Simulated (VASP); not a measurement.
# Si2W (P6_222) in VASP: a series of runs

Runs on Si2W. Level: PBEsol. Tasks: single point.

Program: VASP 6.6.1. These are calculated values, not measurements. Logs are shortened: lines on timing, memory, paths and dates and some standing lists are left out, and cuts for length are marked.

### Step 1. The cell of the first run

The structure is hexagonal, space group P6_222 (No. 180). The conventional cell has a = 4.617 Å, b = 4.617 Å, c = 6.653 Å, α = 90.00°, β = 90.00°, γ = 120.00°. Si (site symmetry 2) has 9 Si at 2.57 to 3.23 Å and 5 W at 2.59 to 2.69 Å within 3.4 Å. W (site symmetry 222) has 10 Si at 2.59 to 2.69 Å and 4 W at 3.20 Å within 3.4 Å.

### Step 2. Single point, PBEsol

Input file INCAR:

```
SYSTEM = Si2W
PREC = Accurate
ENCUT = 520
EDIFF = 1E-7
ISMEAR = 0
SIGMA = 0.1
LREAL = .False.
LASPH = .True.
NELM = 80
ALGO = Normal
ISIF = 2
LWAVE = .False.
LCHARG = .False.
GGA = PS
NBANDS = 43
```

Input file KPOINTS:

```
regular mesh
0
Gamma
  6 6 4
  0 0 0
```

Input file POSCAR:

```
Si2W
1.0
    4.6168523821      0.0000000000      0.0000000000
   -2.3084261911      3.9983114484      0.0000000000
    0.0000000000      0.0000000000      6.6532220000
Si W
6 3
Direct
    0.8363740000      0.6727480000      0.5000000000
    0.1636260000      0.8363740000      0.8333333300
    0.6727480000      0.8363740000      0.1666666700
    0.1636260000      0.3272520000      0.5000000000
    0.8363740000      0.1636260000      0.8333333300
    0.3272520000      0.1636260000      0.1666666700
    0.0000000000      0.5000000000      0.1666666700
    0.5000000000      0.5000000000      0.8333333300
    0.5000000000      0.0000000000      0.5000000000
```

Potentials or basis: VASP PAW PBE potentials, release 64 (Si, W_sv).

The run is started by

```bash
cat potpaw_PBE.64/Si/POTCAR potpaw_PBE.64/W_sv/POTCAR > POTCAR
mpirun -np 1 vasp_std > vasp.out
```

OUTCAR:

```text
SYSTEM = Si2W
   PREC = Accurate
   ENCUT = 520
   EDIFF = 1E-7
   ISMEAR = 0
   LREAL = .False.
   LASPH = .True.
   NELM = 80
   ISIF = 2
   GGA = PS

 ion  position               nearest neighbor table
   1  0.836  0.673  0.500-   2 2.57   3 2.57   8 2.59   7 2.59   4 2.62   9 2.65   9 2.65   9 2.69
                             4 2.69   4 2.69
   2  0.164  0.836  0.833-   1 2.57   6 2.57   9 2.59   7 2.59   5 2.62   8 2.65   8 2.65   8 2.69
                             5 2.69   5 2.69
   3  0.673  0.836  0.167-   1 2.57   5 2.57   9 2.59   8 2.59   6 2.62   7 2.65   7 2.65   7 2.69
                             6 2.69   6 2.69
   4  0.164  0.327  0.500-   5 2.57   6 2.57   8 2.59   7 2.59   1 2.62   9 2.65   9 2.65   9 2.69
                             1 2.69   1 2.69
   5  0.836  0.164  0.833-   4 2.57   3 2.57   9 2.59   7 2.59   2 2.62   8 2.65   8 2.65   8 2.69
                             2 2.69   2 2.69
   6  0.327  0.164  0.167-   4 2.57   2 2.57   9 2.59   8 2.59   3 2.62   7 2.65   7 2.65   7 2.69
                             3 2.69   3 2.69
   7  0.000  0.500  0.167-   1 2.59   4 2.59   2 2.59   5 2.59   6 2.65   3 2.65   6 2.65   3 2.65
                             3 2.69   6 2.69   9 3.20   9 3.20   8 3.20   8 3.20
   8  0.500  0.500  0.833-   1 2.59   4 2.59   3 2.59   6 2.59   2 2.65   5 2.65   2 2.65   5 2.65
                             5 2.69   2 2.69   9 3.20   9 3.20   7 3.20   7 3.20
   9  0.500  0.000  0.500-   2 2.59   5 2.59   3 2.59   6 2.59   4 2.65   1 2.65   4 2.65   1 2.65
                             4 2.69   1 2.69   7 3.20   7 3.20   8 3.20   8 3.20

  LATTYP: Found a hexagonal cell.
 ALAT       =     4.6168523821
 C/A-ratio  =     1.4410731488

  Lattice vectors:

 A1 = (   4.6168523821,   0.0000000000,   0.0000000000)
 A2 = (  -2.3084261911,   3.9983114484,   0.0000000000)
 A3 = (   0.0000000000,   0.0000000000,   6.6532220000)

Analysis of symmetry for initial positions (statically):
=====================================================================
 Subroutine PRICEL returns:
 Original cell was already a primitive cell.

 Routine SETGRP: Setting up the symmetry group for a
 hexagonal supercell.

 Subroutine GETGRP returns: Found 12 space group operations
 (whereof  4 operations were pure point group operations)
 out of a pool of 24 trial point group operations.

The static configuration has the point symmetry D_2 .
 The point group associated with its full space group is D_6 .

Analysis of symmetry for dynamics (positions and initial velocities):
=====================================================================
 Subroutine PRICEL returns:
 Original cell was already a primitive cell.

 Routine SETGRP: Setting up the symmetry group for a
 hexagonal supercell.

 Subroutine GETGRP returns: Found 12 space group operations
 (whereof  4 operations were pure point group operations)
 out of a pool of 24 trial point group operations.

The dynamic configuration has the point symmetry D_2 .
 The point group associated with its full space group is D_6 .

 Subroutine INISYM returns: Found 12 space group operations
 (whereof  4 operations are pure point group operations),
 and found     1 'primitive' translations

----------------------------------------------------------------------------------------

                                     Primitive cell

  volume of cell :     122.8159

  direct lattice vectors                    reciprocal lattice vectors
     4.616852382  0.000000000  0.000000000     0.216597785  0.125052790  0.000000000
    -2.308426191  3.998311448  0.000000000     0.000000000  0.250105579  0.000000000
     0.000000000  0.000000000  6.653222000     0.000000000  0.000000000  0.150303116

  length of vectors
     4.616852382  4.616852382  6.653222000     0.250105579  0.250105579  0.150303116

  position of ions in fractional coordinates (direct lattice)
     0.836374000  0.672748000  0.500000000
     0.163626000  0.836374000  0.833333330
     0.672748000  0.836374000  0.166666670
     0.163626000  0.327252000  0.500000000
     0.836374000  0.163626000  0.833333330
     0.327252000  0.163626000  0.166666670
     0.000000000  0.500000000  0.166666670
     0.500000000  0.500000000  0.833333330
     0.500000000  0.000000000  0.500000000

  ion indices of the primitive-cell ions
   primitive index   ion index
                 1           1
                 2           2
                 3           3
                 4           4
                 5           5
                 6           6
                 7           7
                 8           8
                 9           9

----------------------------------------------------------------------------------------

 KPOINTS: regular mesh

Automatic generation of k-mesh.
 Grid dimensions read from file:
 generate k-points for:    6    6    4

 Generating k-lattice:

  Cartesian coordinates                     Fractional coordinates (reciprocal lattice)
     0.036099631  0.020842132  0.000000000     0.166666667  0.000000000  0.000000000
     0.000000000  0.041684263  0.000000000     0.000000000  0.166666667  0.000000000
     0.000000000  0.000000000  0.037575779     0.000000000  0.000000000  0.250000000

  Length of vectors
     0.041684263  0.041684263  0.037575779

  Shift w.r.t. Gamma in fractional coordinates (k-lattice)
     0.000000000  0.000000000  0.000000000

 Subroutine IBZKPT returns following result:
 ===========================================

 Found     21 irreducible k-points:

 Following reciprocal coordinates:
            Coordinates               Weight
  0.000000  0.000000  0.000000      1.000000
  0.166667  0.000000  0.000000      6.000000
  0.333333  0.000000  0.000000      6.000000
  0.500000  0.000000  0.000000      3.000000
  0.166667  0.166667  0.000000      6.000000
  0.333333  0.166667  0.000000     12.000000
[... 13 lines left out ...]
  0.333333  0.166667  0.500000     12.000000
  0.333333  0.333333  0.500000      2.000000
   k-points           NKPTS =     21   k-points in BZ     NKDIM =     21   number of bands    NBANDS=     43
   number of dos      NEDOS =    301   number of ions     NIONS =      9
   total plane-waves  NPLWV =  64800
   dimension x,y,z NGX =    36 NGY =   36 NGZ =   50
   dimension x,y,z NGXF=    72 NGYF=   72 NGZF=  100
   ions per type =               6   3
   NGX,Y,Z   is equivalent  to a cutoff of  12.96, 12.96, 12.49 a.u.
   NGXF,Y,Z  is equivalent  to a cutoff of  25.93, 25.93, 24.99 a.u.
 SYSTEM =  Si2W
   PREC   = accura    normal or accurate (medium, high low for compatibility)
   ISTART =      0    job   : 0-new  1-cont  2-samecut
   ICHARG =      2    charge: 1-file 2-atom 10-const
   ISPIN  =      1    spin polarized calculation?
   LNONCOLLINEAR =      F non collinear calculations
   LSORBIT =      F    spin-orbit coupling
   LASPH  =      T    aspherical Exc in radial PAW
   ENCUT  =  520.0 eV  38.22 Ry    6.18 a.u.   8.58  8.58 12.37*2*pi/ulx,y,z
   NELM   =     80;   NELMIN=  2; NELMDL= -5     # of ELM steps
   EDIFF  = 0.1E-06   stopping-criterion for ELM
   LREAL  =      F    real-space projection
   EDIFFG = 0.1E-05   stopping-criterion for IOM
   NSW    =      0    number of steps for IOM
   IBRION =     -1    ionic relax: 0-MD 1-quasi-New 2-CG
   NFREE  =      0    steps in history (QN), initial steepest desc. (CG)
   ISIF   =      2    stress and relaxation
   ISYM   =      2    0-nonsym 1-usesym 2-fastsym
   POTIM  = 0.5000    time-step for ionic-motion
   TEBEG  =    0.0;   TEEND  =   0.0 temperature during run
   PSTRESS=    0.0 pullay stress
   NELECT =      66.0000    total number of electrons
   NUPDOWN=      -1.0000    fix difference up-down
   EMIN   =  10.00;   EMAX   =-10.00  energy-range for DOS
   EFERMI =   0.00;   METHOD = LEGACY
   ISMEAR =     0;   SIGMA  =   0.10  broadening in eV -4-tet -1-fermi 0-gaus
   EFERMI_NEDOS =   21; number of points for ismear=-14 and -15
   IALGO  =     38    algorithm
   IMIX   =      4    mixing-type and parameters
     AMIX     =   0.40;   BMIX     =  1.00
     AMIX_MAG =   1.60;   BMIX_MAG =  1.00
  volume/ion in A,a.u.               =      13.65        92.09
  Fermi-wavevector in a.u.,A,eV,Ry     =   1.330979  2.515186 24.102797  1.771506
  Thomas-Fermi vector in A             =   2.460025
   LORBIT       =      0    0 simple, 1 ext, 2 COOP (PROOUT), +10 PAW based schemes
   GGA     = PS    functional components
   LHFCALC =     F    Hartree Fock is set to
   AEXX    =    0.0000 exact exchange contribution
   IVDW    =     0    specifies the selected vdW correction
   LEPSILON=     F    determine dielectric tensor
   LRPA    =     F    only Hartree local field effects (RPA)
 non-spin polarized calculation
 Gauss-broadening in eV      SIGMA  =   0.10
  energy-cutoff  :      520.00
  volume of cell :      122.82
 maximum number of plane-waves:      3343
 NGX is ok and might be reduce to    36
   NGX = 17   NGY = 17   NGZ = 25

 number of electron      66.0000007 magnetization

 Free energy of the ion-electron system (eV)
  ---------------------------------------------------
  ext. energy  EPLUGINS =         0.00000000
  ---------------------------------------------------
  free energy    TOTEN  =       -79.26364411 eV

  energy without entropy =      -79.26128129  energy(sigma->0) =      -79.26246270

 E-fermi :  12.2779     XC(G=0): -12.5462

 val. band max:       12.2736306304   @ k =   0.5000   0.0000   0.5000
 cond. band min:      12.2823403948   @ k =   0.5000   0.0000   0.0000
 fundamental gap:      0.0087097644
 Fermi energy:        12.2778532997

 k-point     1 :       0.0000    0.0000    0.0000
  band No.  band energies     occupation
      1     -62.0382      2.00000
      2     -62.0263      2.00000
      3     -62.0263      2.00000
      4     -26.4031      2.00000
      5     -26.3988      2.00000
      6     -26.3988      2.00000
[... 35 lines left out ...]
     42      15.1233      0.00000
     43      15.5713      0.00000
[... 879 lines left out ...]
      3     -62.0282      2.00000
      4     -26.4349      2.00000
      5     -26.4218      2.00000
      6     -26.4218      2.00000
[... 35 lines left out ...]
     42      15.4379      0.00000
     43      15.5945      0.00000

------------------------ aborting loop because EDIFF is reached ----------------------------------------

  FORCE on cell =-STRESS in cart. coord.  units (eV):
  Direction    XX          YY          ZZ          XY          YZ          ZX
  --------------------------------------------------------------------------------------
  -------------------------------------------------------------------------------------
  Total       -4.0716918     -4.0716918     -4.0998255      0.0000000      0.0000000      0.0000000
  in kB      -53.1166724    -53.1166724    -53.4836857      0.0000000      0.0000000      0.0000000
  external PRESSURE =     -53.2390102 kB  Pullay stress =       0.0000000 kB

 VOLUME and BASIS-vectors are now :
 -----------------------------------------------------------------------------
  energy-cutoff  :      520.00
  volume of cell :      122.82
      direct lattice vectors                 reciprocal lattice vectors
     4.616852382  0.000000000  0.000000000     0.216597785  0.125052790  0.000000000
    -2.308426191  3.998311448  0.000000000     0.000000000  0.250105579  0.000000000
     0.000000000  0.000000000  6.653222000     0.000000000  0.000000000  0.150303116

 POSITION                                       TOTAL-FORCE (eV/Angst)
 -----------------------------------------------------------------------------------
      2.30843      2.68986      3.32661         0.000000     -0.034413      0.000000
     -1.17527      3.34408      5.54435         0.029803     -0.017207      0.000000
      1.17527      3.34408      1.10887        -0.029803     -0.017207      0.000000
     -0.00000      1.30846      3.32661        -0.000000      0.034413      0.000000
      3.48370      0.65423      5.54435        -0.029803      0.017207      0.000000
      1.13316      0.65423      1.10887         0.029803      0.017207      0.000000
     -1.15421      1.99916      1.10887        -0.000000     -0.000000     -0.000000
      1.15421      1.99916      5.54435         0.000000      0.000000     -0.000000
      2.30843      0.00000      3.32661        -0.000000      0.000000      0.000000
 -----------------------------------------------------------------------------------
    total drift:                               -0.000000     -0.000000      0.000036

  FREE ENERGIE OF THE ION-ELECTRON SYSTEM (eV)
  ---------------------------------------------------
  free  energy   TOTEN  =       -79.2636441124 eV

  energy  without entropy=      -79.2612812878  energy(sigma->0) =      -79.26246270
```

Wall time 1.9 min (1 thread of AMD EPYC 7R43 (Zen 3), shared host); peak memory 0.24 GiB.

Results:

| Property | Result |
| --- | --- |
| Free energy | -79.2636 eV |
| Pressure | -5.3 GPa |
| Largest force | 0.034 eV/Å |

Forces on the atoms (eV/Å):
```
Si   0.000 -0.034  0.000
Si   0.030 -0.017  0.000
Si  -0.030 -0.017  0.000
Si   0.000  0.034  0.000
Si  -0.030  0.017  0.000
Si   0.030  0.017  0.000
W    0.000  0.000  0.000
W    0.000  0.000  0.000
W    0.000  0.000  0.000
```

Levels at points of the mesh, in eV from the Fermi level:
```tsv
k point	band 31	band 32	band 33	band 34	band 35	band 36
(0.00, 0.00, 0.00)	-3.03	-2.60	-0.96	2.17	2.17	2.24
(0.50, 0.00, 0.00)	-1.67	-1.19	-0.67	0.00	0.77	0.88
(0.00, 0.00, 0.50)	-2.61	-0.75	-0.75	1.71	1.99	1.99
(0.50, 0.00, 0.50)	-2.10	-1.28	0.00	0.63	1.01	1.22
```

Caveat: the PAW data sets were made with another functional, which shifts forces and pressure a little; spin-orbit coupling is left out, which moves the levels of the heavy elements.

[end of part 1 of 2]
